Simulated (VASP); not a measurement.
# C (I4_1/amd) in VASP: single point with PBE

Aim: the single point of C with PBE.

Program: VASP 6.6.1. These are calculated values, not measurements. Logs are shortened: lines on timing, memory, paths and dates and some standing lists are left out, and cuts for length are marked.

## (1) The cell of the first run

Symmetry: I4_1/amd, No. 141, tetragonal system. The conventional cell has a = 3.878 Å, b = 3.878 Å, c = 2.141 Å, α = 90.00°, β = 90.00°, γ = 90.00°. Within 2.7 Å of C (site symmetry -4m2) lie 10 C at 2.01 to 2.52 Å.

## (2) Single point, PBE (Si replaced by C, lengths x 0.811, strained)

The input, INCAR:

```
SYSTEM = C
ALGO = Normal
EDIFF = 1E-6
ENCUT = 520
GGA = PE
ISIF = 2
ISMEAR = 0
LASPH = .True.
LCHARG = .True.
LELF = .True.
LREAL = .False.
LVHAR = .True.
LWAVE = .False.
NBANDS = 11
NELM = 60
PREC = Accurate
SIGMA = 0.1
```

The input, KPOINTS:

```
k-points
0
Gamma
  22 22 22
  0 0 0
```

The input, POSCAR:

```
C
1.0
   -1.9387699050      1.9387699050      1.0706047155
    1.9387699050     -1.9387699050      1.0706047155
    1.9387699050      1.9387699050     -1.0706047155
C
2
Direct
    0.2500000000      0.7500000000      0.5000000000
    0.5000000000      0.5000000000      0.0000000000
```

Potentials or basis: VASP PAW PBE potentials, release 64 (C).

Started as:

```sh
$ cat potpaw_PBE.64/C/POTCAR > POTCAR
$ mpirun -np 1 vasp_std > vasp.out
```

OUTCAR:

```text
SYSTEM = C
   EDIFF = 1E-6
   ENCUT = 520
   GGA = PE
   ISIF = 2
   ISMEAR = 0
   LASPH = .True.
   LREAL = .False.
   NELM = 60
   PREC = Accurate

 ion  position               nearest neighbor table
   1  0.250  0.750  0.500-   2 2.01   2 2.01   2 2.01   2 2.01
   2  0.500  0.500  0.000-   1 2.01   1 2.01   1 2.01   1 2.01

  LATTYP: Found a body centered tetragonal cell.
 ALAT       =     3.8775398100
 C/A-ratio  =     0.5522082392

  Lattice vectors:

 A1 = (  -1.9387699050,   1.9387699050,   1.0706047155)
 A2 = (   1.9387699050,  -1.9387699050,   1.0706047155)
 A3 = (   1.9387699050,   1.9387699050,  -1.0706047155)

Analysis of symmetry for initial positions (statically):
=====================================================================
 Subroutine PRICEL returns:
 Original cell was already a primitive cell.

 Routine SETGRP: Setting up the symmetry group for a
 body centered tetragonal supercell.

 Subroutine GETGRP returns: Found 16 space group operations
 (whereof  8 operations were pure point group operations)
 out of a pool of 16 trial point group operations.

The static configuration has the point symmetry D_2d.
 The point group associated with its full space group is D_4h.

Analysis of symmetry for dynamics (positions and initial velocities):
=====================================================================
 Subroutine PRICEL returns:
 Original cell was already a primitive cell.

 Routine SETGRP: Setting up the symmetry group for a
 body centered tetragonal supercell.

 Subroutine GETGRP returns: Found 16 space group operations
 (whereof  8 operations were pure point group operations)
 out of a pool of 16 trial point group operations.

The dynamic configuration has the point symmetry D_2d.
 The point group associated with its full space group is D_4h.

 Subroutine INISYM returns: Found 16 space group operations
 (whereof  8 operations are pure point group operations),
 and found     1 'primitive' translations

----------------------------------------------------------------------------------------

                                     Primitive cell

  volume of cell :      16.0969

  direct lattice vectors                    reciprocal lattice vectors
    -1.938769905  1.938769905  1.070604716     0.000000000  0.257895482  0.467025778
     1.938769905 -1.938769905  1.070604716     0.257895482  0.000000000  0.467025778
     1.938769905  1.938769905 -1.070604716     0.257895482  0.257895482  0.000000000

  length of vectors
     2.943442193  2.943442193  2.943442193     0.533500850  0.533500850  0.364719289

  position of ions in fractional coordinates (direct lattice)
     0.250000000  0.750000000  0.500000000
     0.500000000  0.500000000  0.000000000

  ion indices of the primitive-cell ions
   primitive index   ion index
                 1           1
                 2           2

----------------------------------------------------------------------------------------

 KPOINTS: k-points

Automatic generation of k-mesh.
 Grid dimensions read from file:
 generate k-points for:   22   22   22

 Generating k-lattice:

  Cartesian coordinates                     Fractional coordinates (reciprocal lattice)
     0.000000000  0.011722522  0.021228444     0.045454545 -0.000000000  0.000000000
     0.011722522  0.000000000  0.021228444    -0.000000000  0.045454545  0.000000000
     0.011722522  0.011722522  0.000000000     0.000000000  0.000000000  0.045454545

  Length of vectors
     0.024250039  0.024250039  0.016578149

  Shift w.r.t. Gamma in fractional coordinates (k-lattice)
     0.000000000  0.000000000  0.000000000

 Subroutine IBZKPT returns following result:
 ===========================================

 Found    834 irreducible k-points:

 Following reciprocal coordinates:
            Coordinates               Weight
  0.000000  0.000000  0.000000      1.000000
  0.045455  0.000000 -0.000000      8.000000
  0.090909  0.000000 -0.000000      8.000000
  0.136364  0.000000  0.000000      8.000000
  0.181818  0.000000 -0.000000      8.000000
  0.227273 -0.000000  0.000000      8.000000
[... 16 lines left out ...]
  0.500000  0.045455 -0.000000     16.000000
 -0.454545  0.045455 -0.000000     16.000000
 [... further k-points ...]
   k-points           NKPTS =    834   k-points in BZ     NKDIM =    834   number of bands    NBANDS=     11
   number of dos      NEDOS =    301   number of ions     NIONS =      2
   total plane-waves  NPLWV =  13824
   dimension x,y,z NGX =    24 NGY =   24 NGZ =   24
   dimension x,y,z NGXF=    48 NGYF=   48 NGZF=   48
   ions per type =               2
   NGX,Y,Z   is equivalent  to a cutoff of  13.56, 13.56, 13.56 a.u.
   NGXF,Y,Z  is equivalent  to a cutoff of  27.11, 27.11, 27.11 a.u.
 SYSTEM =  C
   PREC   = accura    normal or accurate (medium, high low for compatibility)
   ISTART =      0    job   : 0-new  1-cont  2-samecut
   ICHARG =      2    charge: 1-file 2-atom 10-const
   ISPIN  =      1    spin polarized calculation?
   LNONCOLLINEAR =      F non collinear calculations
   LSORBIT =      F    spin-orbit coupling
   LASPH  =      T    aspherical Exc in radial PAW
   ENCUT  =  520.0 eV  38.22 Ry    6.18 a.u.   5.47  5.47  5.47*2*pi/ulx,y,z
   NELM   =     60;   NELMIN=  2; NELMDL= -5     # of ELM steps
   EDIFF  = 0.1E-05   stopping-criterion for ELM
   LREAL  =      F    real-space projection
   EDIFFG = 0.1E-04   stopping-criterion for IOM
   NSW    =      0    number of steps for IOM
   IBRION =     -1    ionic relax: 0-MD 1-quasi-New 2-CG
   NFREE  =      0    steps in history (QN), initial steepest desc. (CG)
   ISIF   =      2    stress and relaxation
   ISYM   =      2    0-nonsym 1-usesym 2-fastsym
   POTIM  = 0.5000    time-step for ionic-motion
   TEBEG  =    0.0;   TEEND  =   0.0 temperature during run
   PSTRESS=    0.0 pullay stress
   NELECT =       8.0000    total number of electrons
   NUPDOWN=      -1.0000    fix difference up-down
   EMIN   =  10.00;   EMAX   =-10.00  energy-range for DOS
   EFERMI =   0.00;   METHOD = LEGACY
   ISMEAR =     0;   SIGMA  =   0.10  broadening in eV -4-tet -1-fermi 0-gaus
   EFERMI_NEDOS =   21; number of points for ismear=-14 and -15
   IALGO  =     38    algorithm
   IMIX   =      4    mixing-type and parameters
     AMIX     =   0.40;   BMIX     =  1.00
     AMIX_MAG =   1.60;   BMIX_MAG =  1.00
  volume/ion in A,a.u.               =       8.05        54.31
  Fermi-wavevector in a.u.,A,eV,Ry     =   1.296754  2.450510 22.879162  1.681571
  Thomas-Fermi vector in A             =   2.428190
   LORBIT       =      0    0 simple, 1 ext, 2 COOP (PROOUT), +10 PAW based schemes
   GGA     = PE    functional components
   LHFCALC =     F    Hartree Fock is set to
   AEXX    =    0.0000 exact exchange contribution
   IVDW    =     0    specifies the selected vdW correction
   LEPSILON=     F    determine dielectric tensor
   LRPA    =     F    only Hartree local field effects (RPA)
 non-spin polarized calculation
 Gauss-broadening in eV      SIGMA  =   0.10
  energy-cutoff  :      520.00
  volume of cell :       16.10
 maximum number of plane-waves:       453
 NGX is ok and might be reduce to    24
   NGX = 11   NGY = 11   NGZ = 11

 number of electron       8.0000000 magnetization

 Free energy of the ion-electron system (eV)
  ---------------------------------------------------
  ext. energy  EPLUGINS =         0.00000000
  ---------------------------------------------------
  free energy    TOTEN  =       -11.30842605 eV

  energy without entropy =      -11.30568005  energy(sigma->0) =      -11.30705305

 E-fermi :   5.9125     XC(G=0): -12.1192

 val. band max:        5.9124605794   @ k =   0.2273   0.0455   0.0455
 cond. band min:       5.9127734295   @ k =  -0.1818   0.1818   0.0455
 fundamental gap:      0.0003128501
 Fermi energy:         5.9125002386

 k-point     1 :       0.0000    0.0000    0.0000
  band No.  band energies     occupation
      1     -11.3348      2.00000
      2       2.5677      2.00000
      3       2.5677      2.00000
      4       2.8608      2.00000
      5      12.7541      0.00000
      6      12.8026      0.00000
      7      13.0255      0.00000
      8      13.0255      0.00000
      9      15.6556      0.00000
     10      30.2511      0.00000
     11      30.9819      0.00000

 k-point     2 :       0.0455    0.0000   -0.0000
  band No.  band energies     occupation
      1     -11.2618      2.00000
      2       2.1404      2.00000
      3       2.5704      2.00000
      4       3.3868      2.00000
      5      12.4660      0.00000
      6      12.5896      0.00000
      7      13.0115      0.00000
      8      13.0227      0.00000
      9      15.7962      0.00000
     10      30.3246      0.00000
     11      30.9931      0.00000

 k-point     3 :       0.0909    0.0000   -0.0000
  band No.  band energies     occupation
      1     -11.0429      2.00000
      2       1.6978      2.00000
      3       2.5816      2.00000
      4       4.1206      2.00000
      5      11.7618      0.00000
      6      11.9934      0.00000
      7      12.8511      0.00000
      8      13.0083      0.00000
      9      16.2122      0.00000
     10      29.6886      0.00000
     11      30.5110      0.00000
[... 267 lines left out ...]
 k-point    23 :       0.5000    0.0455   -0.0000
  band No.  band energies     occupation
      1      -4.0587      2.00000
      2      -1.5209      2.00000
      3       2.3349      2.00000
      4       3.4708      2.00000
      5       4.4656      2.00000
      6       9.6464      0.00000
      7      10.9493      0.00000
      8      11.6269      0.00000
      9      21.9453      0.00000
     10      23.2745      0.00000
     11      27.4008      0.00000

 k-point    24 :      -0.4545    0.0455   -0.0000
  band No.  band energies     occupation
      1      -5.2834      2.00000
      2      -0.3056      2.00000
      3       2.0976      2.00000
      4       3.4148      2.00000
      5       5.0885      2.00000
      6       9.7350      0.00000
      7      11.2517      0.00000
      8      11.3177      0.00000
      9      21.8822      0.00000
     10      23.3579      0.00000
     11      27.9535      0.00000

 [... further k-points ...]

------------------------ aborting loop because EDIFF is reached ----------------------------------------

  FORCE on cell =-STRESS in cart. coord.  units (eV):
  Direction    XX          YY          ZZ          XY          YZ          ZX
  --------------------------------------------------------------------------------------
  -------------------------------------------------------------------------------------
  Total       -6.3297807     -6.3297807     -3.4176387      0.0000000      0.0000000      0.0000000
  in kB     -630.0246849   -630.0246849   -340.1692515      0.0000000      0.0000000      0.0000000
  external PRESSURE =    -533.4062071 kB  Pullay stress =       0.0000000 kB

 VOLUME and BASIS-vectors are now :
 -----------------------------------------------------------------------------
  energy-cutoff  :      520.00
  volume of cell :       16.10
      direct lattice vectors                 reciprocal lattice vectors
    -1.938769905  1.938769905  1.070604716     0.000000000  0.257895482  0.467025778
     1.938769905 -1.938769905  1.070604716     0.257895482  0.000000000  0.467025778
     1.938769905  1.938769905 -1.070604716     0.257895482  0.257895482  0.000000000

 POSITION                                       TOTAL-FORCE (eV/Angst)
 -----------------------------------------------------------------------------------
      1.93877      0.00000      0.53530        -0.000000     -0.000000     -0.000000
      0.00000      0.00000      1.07060         0.000000      0.000000      0.000000
 -----------------------------------------------------------------------------------
    total drift:                               -0.000000     -0.000000     -0.000000

  FREE ENERGIE OF THE ION-ELECTRON SYSTEM (eV)
  ---------------------------------------------------
  free  energy   TOTEN  =       -11.3084260534 eV

  energy  without entropy=      -11.3056800480  energy(sigma->0) =      -11.30705305
```

Wall time 55 s (1 thread of Intel Xeon Platinum 8488C (Sapphire Rapids), shared host); peak memory 0.23 GiB.

What came out:

```
Free energy            : -11.3084 eV
Pressure               : -53.3 GPa
Band gap on the k mesh : zero (band 4 reaches 8.08 eV, above the bottom of band 5 at 1.23 eV)
```

Levels at points of the mesh, in eV from the Fermi level:
| k point | band 1 | band 2 | band 3 | band 4 | band 5 | band 6 | band 7 | band 8 | band 9 |
| --- | --- | --- | --- | --- | --- | --- | --- | --- | --- |
| (0.00, 0.00, 0.00) | -17.25 | -3.34 | -3.34 | -3.05 | 6.84 | 6.89 | 7.11 | 7.11 | 9.74 |
| (0.50, 0.00, 0.00) | -9.40 | -8.06 | -2.80 | -2.31 | -2.29 | 3.79 | 4.84 | 5.74 | 16.06 |
| (0.50, 0.50, 0.00) | -13.21 | -13.21 | 0.41 | 0.41 | 3.21 | 3.21 | 6.78 | 6.78 | 21.25 |
| (0.50, 0.50, 0.50) | -10.18 | -10.18 | -7.94 | -7.94 | 6.01 | 6.01 | 9.25 | 9.25 | 24.95 |

Caveat: the cell differs from its parent crystal (Si replaced by C, lengths x 0.811, strained).
